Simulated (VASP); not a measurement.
# TiC (dsol) (Fm-3m) in VASP: further runs

Runs on TiC (dsol). Level: PBEsol. Tasks: single point.

Program: VASP 6.6.1. These are calculated values, not measurements. Logs are shortened: lines on timing, memory, paths and dates and some standing lists are left out, and cuts for length are marked.

**1. The cell of the first run**

Symmetry: Fm-3m, No. 225, cubic system. Conventional cell: a = 4.331 Å, b = 4.331 Å, c = 4.331 Å, α = 90.00°, β = 90.00°, γ = 90.00°. Ti (site symmetry m-3m) has 6 C at 2.17 Å within 2.9 Å. Within 2.9 Å of C (site symmetry m-3m) lie 6 Ti at 2.17 Å.

**2. Single point, PBEsol**

INCAR

```
SYSTEM = TiC
PREC = Accurate ; ENCUT = 520
EDIFF = 1E-7 ; ISMEAR = 0
SIGMA = 0.1 ; LREAL = .False.
LASPH = .True. ; NELM = 100
ALGO = Normal ; ISIF = 2
LWAVE = .False. ; LCHARG = .False.
GGA = PS ; NBANDS = 15
```

KPOINTS

```
Automatic mesh
0
Gamma
  8 8 8
  0 0 0
```

POSCAR

```
TiC
1.0
    0.0000000000      2.1657188400      2.1657188400
    2.1657188400      0.0000000000      2.1657188400
    2.1657188400      2.1657188400      0.0000000000
Ti C
1 1
Direct
    0.0000000000      0.0000000000      0.0000000000
    0.5000000000      0.5000000000      0.5000000000
```

Potentials or basis: VASP PAW PBE potentials, release 64 (Ti_sv, C).

On the command line:

```
$ cat potpaw_PBE.64/Ti_sv/POTCAR potpaw_PBE.64/C/POTCAR > POTCAR
$ mpirun -np 1 vasp_std > vasp.out
```

OUTCAR:

```text
SYSTEM = TiC
   PREC = Accurate
   ENCUT = 520
   EDIFF = 1E-7
   ISMEAR = 0
   LREAL = .False.
   LASPH = .True.
   NELM = 100
   ISIF = 2
   GGA = PS

 ion  position               nearest neighbor table
   1  0.000  0.000  0.000-   2 2.17   2 2.17   2 2.17   2 2.17   2 2.17   2 2.17
   2  0.500  0.500  0.500-   1 2.17   1 2.17   1 2.17   1 2.17   1 2.17   1 2.17

  LATTYP: Found a face centered cubic cell.
 ALAT       =     4.3314376800

  Lattice vectors:

 A1 = (   0.0000000000,   2.1657188400,   2.1657188400)
 A2 = (   2.1657188400,   0.0000000000,   2.1657188400)
 A3 = (   2.1657188400,   2.1657188400,   0.0000000000)

Analysis of symmetry for initial positions (statically):
=====================================================================
 Subroutine PRICEL returns:
 Original cell was already a primitive cell.

 Routine SETGRP: Setting up the symmetry group for a
 face centered cubic supercell.

 Subroutine GETGRP returns: Found 48 space group operations
 (whereof 48 operations were pure point group operations)
 out of a pool of 48 trial point group operations.

The static configuration has the point symmetry O_h .

Analysis of symmetry for dynamics (positions and initial velocities):
=====================================================================
 Subroutine PRICEL returns:
 Original cell was already a primitive cell.

 Routine SETGRP: Setting up the symmetry group for a
 face centered cubic supercell.

 Subroutine GETGRP returns: Found 48 space group operations
 (whereof 48 operations were pure point group operations)
 out of a pool of 48 trial point group operations.

The dynamic configuration has the point symmetry O_h .

 Subroutine INISYM returns: Found 48 space group operations
 (whereof 48 operations are pure point group operations),
 and found     1 'primitive' translations

----------------------------------------------------------------------------------------

                                     Primitive cell

  volume of cell :      20.3159

  direct lattice vectors                    reciprocal lattice vectors
     0.000000000  2.165718840  2.165718840    -0.230870227  0.230870227  0.230870227
     2.165718840  0.000000000  2.165718840     0.230870227 -0.230870227  0.230870227
     2.165718840  2.165718840  0.000000000     0.230870227  0.230870227 -0.230870227

  length of vectors
     3.062788956  3.062788956  3.062788956     0.399878963  0.399878963  0.399878963

  position of ions in fractional coordinates (direct lattice)
     0.000000000  0.000000000  0.000000000
     0.500000000  0.500000000  0.500000000

  ion indices of the primitive-cell ions
   primitive index   ion index
                 1           1
                 2           2

----------------------------------------------------------------------------------------

 KPOINTS: Automatic mesh

Automatic generation of k-mesh.
 Grid dimensions read from file:
 generate k-points for:    8    8    8

 Generating k-lattice:

  Cartesian coordinates                     Fractional coordinates (reciprocal lattice)
    -0.028858778  0.028858778  0.028858778     0.125000000  0.000000000  0.000000000
     0.028858778 -0.028858778  0.028858778     0.000000000  0.125000000  0.000000000
     0.028858778  0.028858778 -0.028858778     0.000000000  0.000000000  0.125000000

  Length of vectors
     0.049984870  0.049984870  0.049984870

  Shift w.r.t. Gamma in fractional coordinates (k-lattice)
     0.000000000  0.000000000  0.000000000

 Subroutine IBZKPT returns following result:
 ===========================================

 Found     29 irreducible k-points:

 Following reciprocal coordinates:
            Coordinates               Weight
  0.000000  0.000000  0.000000      1.000000
  0.125000  0.000000  0.000000      8.000000
  0.250000  0.000000  0.000000      8.000000
  0.375000  0.000000  0.000000      8.000000
  0.500000  0.000000  0.000000      4.000000
  0.125000  0.125000  0.000000      6.000000
[... 16 lines left out ...]
  0.500000  0.250000  0.125000     48.000000
 -0.375000  0.250000  0.125000     24.000000
 [... further k-points ...]
   k-points           NKPTS =     29   k-points in BZ     NKDIM =     29   number of bands    NBANDS=     15
   number of dos      NEDOS =    301   number of ions     NIONS =      2
   total plane-waves  NPLWV =  13824
   dimension x,y,z NGX =    24 NGY =   24 NGZ =   24
   dimension x,y,z NGXF=    48 NGYF=   48 NGZF=   48
   ions per type =               1   1
   NGX,Y,Z   is equivalent  to a cutoff of  13.03, 13.03, 13.03 a.u.
   NGXF,Y,Z  is equivalent  to a cutoff of  26.05, 26.05, 26.05 a.u.
 SYSTEM =  TiC
   PREC   = accura    normal or accurate (medium, high low for compatibility)
   ISTART =      0    job   : 0-new  1-cont  2-samecut
   ICHARG =      2    charge: 1-file 2-atom 10-const
   ISPIN  =      1    spin polarized calculation?
   LNONCOLLINEAR =      F non collinear calculations
   LSORBIT =      F    spin-orbit coupling
   LASPH  =      T    aspherical Exc in radial PAW
   ENCUT  =  520.0 eV  38.22 Ry    6.18 a.u.   5.69  5.69  5.69*2*pi/ulx,y,z
   NELM   =    100;   NELMIN=  2; NELMDL= -5     # of ELM steps
   EDIFF  = 0.1E-06   stopping-criterion for ELM
   LREAL  =      F    real-space projection
   EDIFFG = 0.1E-05   stopping-criterion for IOM
   NSW    =      0    number of steps for IOM
   IBRION =     -1    ionic relax: 0-MD 1-quasi-New 2-CG
   NFREE  =      0    steps in history (QN), initial steepest desc. (CG)
   ISIF   =      2    stress and relaxation
   ISYM   =      2    0-nonsym 1-usesym 2-fastsym
   POTIM  = 0.5000    time-step for ionic-motion
   TEBEG  =    0.0;   TEEND  =   0.0 temperature during run
   PSTRESS=    0.0 pullay stress
   NELECT =      16.0000    total number of electrons
   NUPDOWN=      -1.0000    fix difference up-down
   EMIN   =  10.00;   EMAX   =-10.00  energy-range for DOS
   EFERMI =   0.00;   METHOD = LEGACY
   ISMEAR =     0;   SIGMA  =   0.10  broadening in eV -4-tet -1-fermi 0-gaus
   EFERMI_NEDOS =   21; number of points for ismear=-14 and -15
   IALGO  =     38    algorithm
   IMIX   =      4    mixing-type and parameters
     AMIX     =   0.40;   BMIX     =  1.00
     AMIX_MAG =   1.60;   BMIX_MAG =  1.00
  volume/ion in A,a.u.               =      10.16        68.55
  Fermi-wavevector in a.u.,A,eV,Ry     =   1.511829  2.856943 31.097854  2.285628
  Thomas-Fermi vector in A             =   2.621834
   LORBIT       =      0    0 simple, 1 ext, 2 COOP (PROOUT), +10 PAW based schemes
   GGA     = PS    functional components
   LHFCALC =     F    Hartree Fock is set to
   AEXX    =    0.0000 exact exchange contribution
   IVDW    =     0    specifies the selected vdW correction
   LEPSILON=     F    determine dielectric tensor
   LRPA    =     F    only Hartree local field effects (RPA)
 non-spin polarized calculation
 Gauss-broadening in eV      SIGMA  =   0.10
  energy-cutoff  :      520.00
  volume of cell :       20.32
 maximum number of plane-waves:       568
   NGX = 11   NGY = 11   NGZ = 11

 number of electron      16.0000000 magnetization

 Free energy of the ion-electron system (eV)
  ---------------------------------------------------
  ext. energy  EPLUGINS =         0.00000000
  ---------------------------------------------------
  free energy    TOTEN  =       -19.79019152 eV

  energy without entropy =      -19.78834308  energy(sigma->0) =      -19.78926730

 E-fermi :   9.2552     XC(G=0): -12.8598

 val. band max:        9.0598503905   @ k =   0.3750   0.3750   0.0000
 cond. band min:       9.2814431231   @ k =   0.5000   0.5000   0.0000
 fundamental gap:      0.2215927326
 Fermi energy:         9.2552044945

 k-point     1 :       0.0000    0.0000    0.0000
  band No.  band energies     occupation
      1     -47.0301      2.00000
      2     -23.1567      2.00000
      3     -23.1567      2.00000
      4     -23.1567      2.00000
      5      -3.0638      2.00000
      6       9.9641      0.00000
      7       9.9641      0.00000
      8       9.9641      0.00000
      9      11.0094      0.00000
     10      11.0094      0.00000
     11      11.0094      0.00000
     12      11.0265      0.00000
     13      11.0265      0.00000
     14      19.7796      0.00000
     15      23.2272      0.00000

 k-point     2 :       0.1250    0.0000    0.0000
  band No.  band energies     occupation
      1     -47.0192      2.00000
      2     -23.2335      2.00000
      3     -23.1639      2.00000
      4     -23.1639      2.00000
      5      -2.7127      2.00000
      6       8.6593      2.00000
      7       9.0222      1.99902
      8       9.0222      1.99902
      9      10.3923      0.00000
     10      10.3923      0.00000
     11      11.5575      0.00000
     12      13.0943      0.00000
     13      13.0943      0.00000
     14      20.3270      0.00000
     15      23.3097      0.00000

 k-point     3 :       0.2500    0.0000    0.0000
  band No.  band energies     occupation
      1     -46.9928      2.00000
      2     -23.4152      2.00000
      3     -23.1813      2.00000
      4     -23.1813      2.00000
      5      -1.7451      2.00000
      6       6.5571      2.00000
      7       7.6114      2.00000
      8       7.6114      2.00000
      9      11.0517      0.00000
     10      11.0517      0.00000
     11      12.1311      0.00000
     12      15.1791      0.00000
     13      15.1791      0.00000
     14      20.3536      0.00000
     15      23.6413      0.00000
[... 343 lines left out ...]
 k-point    23 :       0.5000    0.2500    0.1250
  band No.  band energies     occupation
      1     -46.9517      2.00000
      2     -23.5455      2.00000
      3     -23.3241      2.00000
      4     -23.2341      2.00000
      5      -0.2978      2.00000
      6       4.8407      2.00000
      7       6.5616      2.00000
      8       7.0275      2.00000
      9      11.1618      0.00000
     10      12.4018      0.00000
     11      13.1483      0.00000
     12      14.6490      0.00000
     13      16.7024      0.00000
     14      20.8264      0.00000
     15      23.3300      0.00000

 k-point    24 :      -0.3750    0.2500    0.1250
  band No.  band energies     occupation
      1     -46.9428      2.00000
      2     -23.5865      2.00000
      3     -23.3370      2.00000
      4     -23.2494      2.00000
      5       0.1468      2.00000
      6       4.4226      2.00000
      7       6.2973      2.00000
      8       6.8083      2.00000
      9      11.9108      0.00000
     10      12.0609      0.00000
     11      13.0988      0.00000
     12      15.7419      0.00000
     13      16.1492      0.00000
     14      20.2425      0.00000
     15      23.4622      0.00000

 [... further k-points ...]
[... 5 lines left out ...]
  --------------------------------------------------------------------------------------
  -------------------------------------------------------------------------------------
  Total       -0.8161030     -0.8161030     -0.8161030      0.0000000     -0.0000000      0.0000000
  in kB      -64.3604894    -64.3604894    -64.3604894      0.0000000     -0.0000000      0.0000000
  external PRESSURE =     -64.3604894 kB  Pullay stress =       0.0000000 kB

 VOLUME and BASIS-vectors are now :
 -----------------------------------------------------------------------------
  energy-cutoff  :      520.00
  volume of cell :       20.32
      direct lattice vectors                 reciprocal lattice vectors
     0.000000000  2.165718840  2.165718840    -0.230870227  0.230870227  0.230870227
     2.165718840  0.000000000  2.165718840     0.230870227 -0.230870227  0.230870227
     2.165718840  2.165718840  0.000000000     0.230870227  0.230870227 -0.230870227

 POSITION                                       TOTAL-FORCE (eV/Angst)
 -----------------------------------------------------------------------------------
      0.00000      0.00000      0.00000         0.000000      0.000000     -0.000000
      2.16572      2.16572      2.16572         0.000000      0.000000      0.000000
 -----------------------------------------------------------------------------------
    total drift:                                0.000000     -0.000000     -0.000000

  FREE ENERGIE OF THE ION-ELECTRON SYSTEM (eV)
  ---------------------------------------------------
  free  energy   TOTEN  =       -19.7901915178 eV

  energy  without entropy=      -19.7883430778  energy(sigma->0) =      -19.78926730
```

Wall time 6 s (1 thread of Intel Xeon 6975P-C (Granite Rapids), shared host); peak memory 0.13 GiB.

Results:

```
Free energy            : -19.7902 eV
Pressure               : -6.4 GPa
Band gap on the k mesh : zero (band 8 reaches 9.96 eV, above the bottom of band 9 at 8.90 eV)
```

Caveat: the PAW data sets were made with another functional, which shifts forces and pressure a little.

**3. Single point, PBEsol**

This run uses another cell than the first one, of 9.89 Å³/atom, 0.974 times its volume.

INCAR

```
PREC = Accurate ; ENCUT = 520
EDIFF = 1E-6 ; ISMEAR = 0
SIGMA = 0.1 ; LREAL = False
LASPH = True ; NELM = 100
ALGO = Normal ; ISIF = 2
LWAVE = False ; LCHARG = False
GGA = PS ; NBANDS = 15
```

KPOINTS

```
regular mesh
0
Gamma
  14 14 14
```

POSCAR

```
TiC
1.0
    0.0000000000      2.1464297703      2.1464297703
    2.1464297703      0.0000000000      2.1464297703
    2.1464297703      2.1464297703      0.0000000000
Ti C
1 1
Direct
    0.0000000000      0.0000000000      0.0000000000
    0.5000000000      0.5000000000      0.5000000000
```

Potentials or basis: VASP PAW PBE potentials, release 64 (Ti_sv, C).

On the command line:

```
$ cat potpaw_PBE.64/Ti_sv/POTCAR potpaw_PBE.64/C/POTCAR > POTCAR
$ mpirun -np 1 vasp_std > vasp.out
```

It took 12 s on 1 thread of Intel Xeon 6975P-C (Granite Rapids), shared host; peak memory 0.15 GiB.

The run converged. Its results:

* Free energy: -19.8026 eV
* Pressure: 0.3 GPa
* Band gap on the k mesh: zero (band 8 reaches 10.29 eV, above the bottom of band 9 at 9.21 eV)

Levels at points of the mesh, in eV from the Fermi level:
| k point | band 6 | band 7 | band 8 | band 9 | band 10 | band 11 |
| --- | --- | --- | --- | --- | --- | --- |
| (0.00, 0.00, 0.00) | 0.68 | 0.68 | 0.68 | 1.75 | 1.75 | 1.75 |
| (0.50, 0.00, 0.00) | -5.99 | -2.98 | -2.98 | 3.03 | 3.03 | 4.27 |
| (0.50, 0.50, 0.00) | -3.45 | -1.75 | 0.01 | 0.01 | 2.84 | 3.66 |

Caveat: the PAW data sets were made with another functional, which shifts forces and pressure a little.
